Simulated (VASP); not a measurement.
# MgO2 (R-3m) in VASP: notebook, part 2 of 2

VASP 6.6.1. The steps go on from the part before.

## (4) Single point, r2SCAN (strain -0.050 along x and y, +0.025 along z)

Input file POSCAR:

```
MgO2
1.0
    1.5245229652      0.8801837444      3.5813283468
   -1.5245229652      0.8801837444      3.5813283468
    0.0000000000     -1.7603674887      3.5813283468
Mg O
1 2
Direct
    0.0000000000      0.0000000000      0.0000000000
    0.4287860000      0.4287860000      0.4287860000
    0.5712140000      0.5712140000      0.5712140000
```

Input file INCAR.step1:

```
PREC = Accurate
ENCUT = 520
ISMEAR = 0
SIGMA = 0.05
LREAL = F
LASPH = T
NELM = 80
NBANDS = 14
GGA = PE
ALGO = Normal
EDIFF = 1E-4
LWAVE = T
LCHARG = F
```

Input file INCAR.step2:

```
PREC = Accurate
ENCUT = 520
EDIFF = 1E-6
ISMEAR = 0
SIGMA = 0.05
LREAL = F
LASPH = T
NELM = 80
ALGO = Normal
ISIF = 2
LWAVE = F
LCHARG = F
METAGGA = R2SCAN
LMIXTAU = T
NBANDS = 14
ISTART = 1
```

Input file KPOINTS:

```
regular mesh
0
Gamma
  12 12 12
```

Potentials or basis: VASP PAW PBE potentials, release 64 (Mg, O).

Launch:

```
> cat potpaw_PBE.64/Mg/POTCAR potpaw_PBE.64/O/POTCAR > POTCAR
> cp INCAR.step1 INCAR
> mpirun -np 1 vasp_std > vasp.out
> cp INCAR.step2 INCAR
> mpirun -np 1 vasp_std > vasp.out
```

OUTCAR:

```text
PREC = Accurate
   ENCUT = 520
   EDIFF = 1E-6
   ISMEAR = 0
   LREAL = F
   LASPH = T
   NELM = 80
   ISIF = 2
   METAGGA = R2SCAN
   ISTART = 1

 ion  position               nearest neighbor table
   1  0.000  0.000  0.000-   3 2.04   3 2.04   2 2.04   2 2.04   3 2.04   2 2.04
   2  0.429  0.429  0.429-   3 1.53   1 2.04   1 2.04   1 2.04
   3  0.571  0.571  0.571-   2 1.53   1 2.04   1 2.04   1 2.04

  LATTYP: Found a trigonal (rhomboedric) cell.
 ALAT       =     3.9905897337
 COS(alpha) =     0.7081069358

  Lattice vectors:

 A1 = (   1.5245229652,   0.8801837444,   3.5813283468)
 A2 = (  -1.5245229652,   0.8801837444,   3.5813283468)
 A3 = (   0.0000000000,  -1.7603674887,   3.5813283468)

Analysis of symmetry for initial positions (statically):
=====================================================================
 Subroutine PRICEL returns:
 Original cell was already a primitive cell.

 Routine SETGRP: Setting up the symmetry group for a
 trigonal (rhombohedral) supercell.

 Subroutine GETGRP returns: Found 12 space group operations
[... 182 lines left out ...]
      6       1.7492      2.00000
      7       1.7492      2.00000
      8       7.6480      0.00000
      9       9.0005      0.00000
     10      15.9544      0.00000
     11      17.7874      0.00000
     12      19.7117      0.00000
     13      19.7117      0.00000
     14      21.9994      0.00000
[... 377 lines left out ...]
      1     -18.7838      2.00000
      2     -13.5049      2.00000
      3      -4.0497      2.00000
      4      -3.1844      2.00000
      5      -1.3990      2.00000
      6       0.9538      2.00000
      7       1.0826      2.00000
      8       6.7916      0.00000
      9      13.8365      0.00000
     10      15.3300      0.00000
     11      17.1156      0.00000
     12      18.1026      0.00000
     13      18.7819      0.00000
     14      22.5357      0.00000

 [... further k-points ...]

------------------------ aborting loop because EDIFF is reached ----------------------------------------

  FORCE on cell =-STRESS in cart. coord.  units (eV):
  Direction    XX          YY          ZZ          XY          YZ          ZX
  --------------------------------------------------------------------------------------
  -------------------------------------------------------------------------------------
  Total        1.8908392      1.8908392     -3.0504255      0.0000000     -0.0000000      0.0000000
  in kB      105.0660677    105.0660677   -169.4994519      0.0000000     -0.0000000      0.0000000
  external PRESSURE =      13.5442278 kB  Pullay stress =       0.0000000 kB

 VOLUME and BASIS-vectors are now :
 -----------------------------------------------------------------------------
  energy-cutoff  :      520.00
  volume of cell :       28.83
      direct lattice vectors                 reciprocal lattice vectors
     1.524522965  0.880183744  3.581328347     0.327971445  0.189354402  0.093075334
    -1.524522965  0.880183744  3.581328347    -0.327971445  0.189354402  0.093075334
     0.000000000 -1.760367489  3.581328347     0.000000000 -0.378708804  0.093075334

 POSITION                                       TOTAL-FORCE (eV/Angst)
 -----------------------------------------------------------------------------------
      0.00000      0.00000      0.00000         0.000000     -0.000000      0.000000
      0.00000      0.00000      4.60687         0.000000      0.000000      1.232399
      0.00000      0.00000      6.13711         0.000000     -0.000000     -1.232399
 -----------------------------------------------------------------------------------
    total drift:                                0.000000     -0.000000      0.000000

  FREE ENERGIE OF THE ION-ELECTRON SYSTEM (eV)
  ---------------------------------------------------
  free  energy   TOTEN  =       -21.4619401073 eV

  energy  without entropy=      -21.4619401073  energy(sigma->0) =      -21.46194011
```

OUTCAR.step1:

```text
PREC = Accurate
   ENCUT = 520
   ISMEAR = 0
   LREAL = F
[... 635 lines left out ...]
      0.00000      0.00000      0.00000         0.000000     -0.000000      0.000000
      0.00000      0.00000      4.60687         0.000000      0.000000      1.177180
      0.00000      0.00000      6.13711         0.000000     -0.000000     -1.177180
 -----------------------------------------------------------------------------------
    total drift:                                0.000000     -0.000000      0.000000

  FREE ENERGIE OF THE ION-ELECTRON SYSTEM (eV)
  ---------------------------------------------------
  free  energy   TOTEN  =       -16.2128068381 eV

  energy  without entropy=      -16.2128068381  energy(sigma->0) =      -16.21280684
```

Run time: 2.5 min. Hardware: 1 thread of AMD EPYC 9R45 (Zen 5), shared host; peak memory 0.19 GiB.

What came out:

```yaml
Free_energy: -21.4619 eV
Pressure: 1.4 GPa
Largest_force: 1.232 eV/Å
Band_gap_on_the_k_mesh: 2.20 eV, direct
```

Forces in eV/Å, atoms in the order of the input:
```
Mg   0.000  0.000  0.000
O    0.000  0.000  1.232
O    0.000  0.000 -1.232
```

Stress tensor (GPa, compression positive):
```
 10.51   0.00   0.00
  0.00  10.51   0.00
  0.00   0.00 -16.95
```

Caveat: the cell differs from its parent crystal (strain -0.050 along x and y, +0.025 along z); the PAW data sets were made with another functional, which shifts forces and pressure a little. A k mesh can miss the band edges.

## (5) Single point, r2SCAN (strain -0.025 along x and y, -0.025 along z)

Input file POSCAR:

```
MgO2
1.0
    1.5646419906      0.9033464745      3.4066294030
   -1.5646419906      0.9033464745      3.4066294030
    0.0000000000     -1.8066929489      3.4066294030
Mg O
1 2
Direct
    0.0000000000      0.0000000000      0.0000000000
    0.4287860000      0.4287860000      0.4287860000
    0.5712140000      0.5712140000      0.5712140000
```

Input file INCAR.step1:

```
SYSTEM = MgO2
  PREC = Accurate
  ENCUT = 520
  ISMEAR = 0
  SIGMA = 0.05
  LREAL = .FALSE.
  LASPH = .TRUE.
  NELM = 60
  NBANDS = 14
  GGA = PE
  ALGO = Normal
  EDIFF = 1E-4
  LWAVE = .TRUE.
  LCHARG = .FALSE.
```

Input file INCAR.step2:

```
SYSTEM = MgO2
  PREC = Accurate
  ENCUT = 520
  EDIFF = 1E-6
  ISMEAR = 0
  SIGMA = 0.05
  LREAL = .FALSE.
  LASPH = .TRUE.
  NELM = 60
  ALGO = Normal
  ISIF = 2
  LWAVE = .FALSE.
  LCHARG = .FALSE.
  METAGGA = R2SCAN
  LMIXTAU = .TRUE.
  NBANDS = 14
  ISTART = 1
```

Input file KPOINTS:

```
Automatic mesh
0
G
  12 12 12
  0 0 0
```

Potentials or basis: VASP PAW PBE potentials, release 64 (Mg, O).

Launch:

```
> cat potpaw_PBE.64/Mg/POTCAR potpaw_PBE.64/O/POTCAR > POTCAR
> cp INCAR.step1 INCAR
> mpirun -np 1 vasp_std > vasp.out
> cp INCAR.step2 INCAR
> mpirun -np 1 vasp_std > vasp.out
```

OUTCAR:

```text
SYSTEM = MgO2
   PREC = Accurate
   ENCUT = 520
   EDIFF = 1E-6
   ISMEAR = 0
   LREAL = .FALSE.
   LASPH = .TRUE.
   NELM = 60
   ISIF = 2
   METAGGA = R2SCAN
   ISTART = 1

 ion  position               nearest neighbor table
   1  0.000  0.000  0.000-   3 2.05   3 2.05   2 2.05   2 2.05   3 2.05   2 2.05
   2  0.429  0.429  0.429-   3 1.46   1 2.05   1 2.05   1 2.05
   3  0.571  0.571  0.571-   2 1.46   1 2.05   1 2.05   1 2.05

  LATTYP: Found a trigonal (rhomboedric) cell.
 ALAT       =     3.8560683735
 COS(alpha) =     0.6707160928

  Lattice vectors:

 A1 = (   1.5646419906,   0.9033464745,   3.4066294030)
 A2 = (  -1.5646419906,   0.9033464745,   3.4066294030)
 A3 = (   0.0000000000,  -1.8066929489,   3.4066294030)

Analysis of symmetry for initial positions (statically):
=====================================================================
 Subroutine PRICEL returns:
 Original cell was already a primitive cell.

 Routine SETGRP: Setting up the symmetry group for a
 trigonal (rhombohedral) supercell.

 Subroutine GETGRP returns: Found 12 space group operations
 (whereof 12 operations were pure point group operations)
 out of a pool of 12 trial point group operations.

The static configuration has the point symmetry D_3d.

Analysis of symmetry for dynamics (positions and initial velocities):
=====================================================================
 Subroutine PRICEL returns:
 Original cell was already a primitive cell.

 Routine SETGRP: Setting up the symmetry group for a
 trigonal (rhombohedral) supercell.

 Subroutine GETGRP returns: Found 12 space group operations
 (whereof 12 operations were pure point group operations)
 out of a pool of 12 trial point group operations.

The dynamic configuration has the point symmetry D_3d.

 Subroutine INISYM returns: Found 12 space group operations
 (whereof 12 operations are pure point group operations),
 and found     1 'primitive' translations

----------------------------------------------------------------------------------------
[... 128 lines left out ...]
  energy-cutoff  :      520.00
  volume of cell :       28.89
 maximum number of plane-waves:       798
 NGX is ok and might be reduce to    30
   NGX = 15   NGY = 15   NGZ = 15

 number of electron      13.9999999 magnetization

 Free energy of the ion-electron system (eV)
  ---------------------------------------------------
  ext. energy  EPLUGINS =         0.00000000
  ---------------------------------------------------
  free energy    TOTEN  =       -21.55415695 eV

  energy without entropy =      -21.55415695  energy(sigma->0) =      -21.55415695

 E-fermi :   3.2661     XC(G=0): -11.1380

 val. band max:        2.9203000885   @ k =   0.5000   0.5000   0.5000
 cond. band min:       6.3309301221   @ k =   0.5000   0.5000   0.5000
 fundamental gap:      3.4106300336
 Fermi energy:         3.2660600743

 k-point     1 :       0.0000    0.0000    0.0000
  band No.  band energies     occupation
      1     -20.0843      2.00000
      2     -12.5243      2.00000
      3      -5.1870      2.00000
      4      -0.8228      2.00000
      5      -0.8228      2.00000
      6       1.9838      2.00000
      7       1.9838      2.00000
      8       8.5011      0.00000
      9       8.9216      0.00000
     10      16.7513      0.00000
     11      18.8264      0.00000
     12      19.0150      0.00000
     13      19.0150      0.00000
     14      21.4893      0.00000
[... 377 lines left out ...]
      1     -19.4774      2.00000
      2     -12.9376      2.00000
      3      -4.1694      2.00000
      4      -3.2890      2.00000
      5      -1.6339      2.00000
      6       1.3297      2.00000
      7       1.6564      2.00000
      8       8.1933      0.00000
      9      13.3925      0.00000
     10      14.6155      0.00000
     11      17.2803      0.00000
     12      18.9994      0.00000
     13      19.3745      0.00000
     14      21.9822      0.00000

 [... further k-points ...]

------------------------ aborting loop because EDIFF is reached ----------------------------------------

  FORCE on cell =-STRESS in cart. coord.  units (eV):
  Direction    XX          YY          ZZ          XY          YZ          ZX
  --------------------------------------------------------------------------------------
  -------------------------------------------------------------------------------------
  Total        0.4842189      0.4842189      1.9284188      0.0000000      0.0000000      0.0000000
  in kB       26.8538691     26.8538691    106.9464698      0.0000000      0.0000000      0.0000000
  external PRESSURE =      53.5514026 kB  Pullay stress =       0.0000000 kB

 VOLUME and BASIS-vectors are now :
 -----------------------------------------------------------------------------
  energy-cutoff  :      520.00
  volume of cell :       28.89
      direct lattice vectors                 reciprocal lattice vectors
     1.564641991  0.903346475  3.406629403     0.319561921  0.184499161  0.097848428
    -1.564641991  0.903346475  3.406629403    -0.319561921  0.184499161  0.097848428
     0.000000000 -1.806692949  3.406629403     0.000000000 -0.368998322  0.097848428

 POSITION                                       TOTAL-FORCE (eV/Angst)
 -----------------------------------------------------------------------------------
      0.00000      0.00000      0.00000         0.000000      0.000000      0.000000
      0.00000      0.00000      4.38214         0.000000     -0.000000     -0.476874
      0.00000      0.00000      5.83774         0.000000      0.000000      0.476874
 -----------------------------------------------------------------------------------
    total drift:                                0.000000     -0.000000      0.000000

  FREE ENERGIE OF THE ION-ELECTRON SYSTEM (eV)
  ---------------------------------------------------
  free  energy   TOTEN  =       -21.5541569506 eV

  energy  without entropy=      -21.5541569506  energy(sigma->0) =      -21.55415695
```

OSZICAR.step1:

```text
N       E                     dE             d eps       ncg     rms          rms(c)
DAV:   1     0.451977777423E+02    0.45198E+02   -0.78064E+03  5908   0.925E+02
DAV:   2    -0.157137255890E+02   -0.60912E+02   -0.57011E+02  6966   0.196E+02
DAV:   3    -0.177579854688E+02   -0.20443E+01   -0.20398E+01  6132   0.343E+01
DAV:   4    -0.177654595601E+02   -0.74741E-02   -0.74739E-02  6498   0.237E+00
DAV:   5    -0.177654967412E+02   -0.37181E-04   -0.37181E-04  6166   0.156E-01    0.865E+00
DAV:   6    -0.164175276488E+02    0.13480E+01   -0.20884E+00  5616   0.124E+01    0.365E+00
DAV:   7    -0.163035030535E+02    0.11402E+00   -0.23591E-01  5934   0.420E+00    0.170E+00
DAV:   8    -0.163020054731E+02    0.14976E-02   -0.56144E-02  5412   0.225E+00    0.253E-01
DAV:   9    -0.163031430262E+02   -0.11376E-02   -0.11092E-02  5832   0.785E-01    0.985E-02
DAV:  10    -0.163032228620E+02   -0.79836E-04   -0.46316E-04  5970   0.207E-01
   1 F= -.16303223E+02 E0= -.16303223E+02  d E =-.166876E-16
```

Wall time 3.4 min (1 thread of AMD EPYC 9R45 (Zen 5), shared host); peak memory 0.19 GiB.

What came out:

| Quantity | Value |
| --- | --- |
| Free energy | -21.5542 eV |
| Pressure | 5.4 GPa |
| Largest force | 0.477 eV/Å |
| Band gap on the k mesh | 3.41 eV, direct |

Forces in eV/Å, atoms in the order of the input:
```
Mg   0.000  0.000  0.000
O    0.000  0.000 -0.477
O    0.000  0.000  0.477
```

Caveat: the cell differs from its parent crystal (strain -0.025 along x and y, -0.025 along z); the PAW data sets were made with another functional, which shifts forces and pressure a little.

## (6) Single point, r2SCAN (strain -0.050 along x and y, +0.050 along z)

Input file POSCAR:

```
MgO2
1.0
    1.5245229652      0.8801837444      3.6686778186
   -1.5245229652      0.8801837444      3.6686778186
    0.0000000000     -1.7603674887      3.6686778186
Mg O
1 2
Direct
    0.0000000000      0.0000000000      0.0000000000
    0.4287860000      0.4287860000      0.4287860000
    0.5712140000      0.5712140000      0.5712140000
```

Input file INCAR.step1:

```
ALGO = Normal
EDIFF = 1E-4
ENCUT = 520
GGA = PE
ISMEAR = 0
LASPH = T
LCHARG = F
LREAL = F
LWAVE = T
NBANDS = 14
NELM = 80
PREC = Accurate
SIGMA = 0.05
```

Input file INCAR.step2:

```
ALGO = Normal
EDIFF = 1E-7
ENCUT = 520
ISIF = 2
ISMEAR = 0
ISTART = 1
LASPH = T
LCHARG = T
LELF = T
LMIXTAU = T
LREAL = F
LVHAR = T
LWAVE = F
METAGGA = R2SCAN
NBANDS = 14
NELM = 80
PREC = Accurate
SIGMA = 0.05
```

Input file KPOINTS:

```
k-points
0
Gamma
  12 12 12
```

Potentials or basis: VASP PAW PBE potentials, release 64 (Mg, O).

Launch:

```
> cat potpaw_PBE.64/Mg/POTCAR potpaw_PBE.64/O/POTCAR > POTCAR
> cp INCAR.step1 INCAR
> mpirun -np 1 vasp_std > vasp.out
> cp INCAR.step2 INCAR
> mpirun -np 1 vasp_std > vasp.out
```

Wall time 3.4 min (1 thread of AMD EPYC 9R45 (Zen 5), shared host); peak memory 0.19 GiB.

It converged, with:

- Free energy: -21.3628 eV
- Pressure: -3.1 GPa
- Largest force: 1.593 eV/Å
- Band gap on the k mesh: 1.71 eV, direct

Forces in eV/Å, atoms in the order of the input:
```
Mg   0.000  0.000  0.000
O    0.000  0.000  1.593
O    0.000  0.000 -1.593
```

Stress tensor (GPa, compression positive):
```
  9.59   0.00   0.00
  0.00   9.59   0.00
  0.00   0.00 -28.61
```

Levels at points of the mesh, in eV from the valence-band top:
| k point | band 5 | band 6 | band 7 | band 8 | band 9 | band 10 |
| --- | --- | --- | --- | --- | --- | --- |
| (0.00, 0.00, 0.00) | -2.70 | -0.73 | -0.73 | 4.67 | 6.57 | 13.10 |
| (0.50, 0.00, 0.00) | -3.17 | -1.57 | -1.19 | 3.84 | 10.52 | 12.96 |
| (0.50, 0.50, 0.00) | -3.74 | -2.43 | -0.31 | 3.08 | 10.02 | 13.40 |
| (0.50, 0.50, 0.50) | -3.21 | 0.00 | 0.00 | 1.71 | 7.09 | 10.81 |

Caveat: the cell differs from its parent crystal (strain -0.050 along x and y, +0.050 along z); the PAW data sets were made with another functional, which shifts forces and pressure a little. A k mesh can miss the band edges.

## (7) Summary

```tsv
cell	gap on the mesh (eV)	pressure (GPa)	largest force (eV/Å)
a = 3.912 Å, angles 45.9°, 3 atoms	2.73	6.8	0.71
a = 3.779 Å, angles 48.9°, 3 atoms	4.02	12.1	1.48
a = 3.991 Å, angles 44.9°, 3 atoms	2.20	1.4	1.23
a = 3.856 Å, angles 47.9°, 3 atoms	3.41	5.4	0.48
a = 4.069 Å, angles 44.0°, 3 atoms	1.71	-3.1	1.59
```

Alike in all rows: task single point; level r2SCAN; potentials or basis VASP PAW PBE potentials, release 64 (Mg, O); no spin polarisation; k mesh 12 × 12 × 12; cutoff (eV) 520; smearing gaussian 0.05 eV.

Caveats: the PAW data sets were made with another functional, which shifts forces and pressure a little.

Total energies depend on the potentials used, so only differences within one code and one set of settings carry meaning.
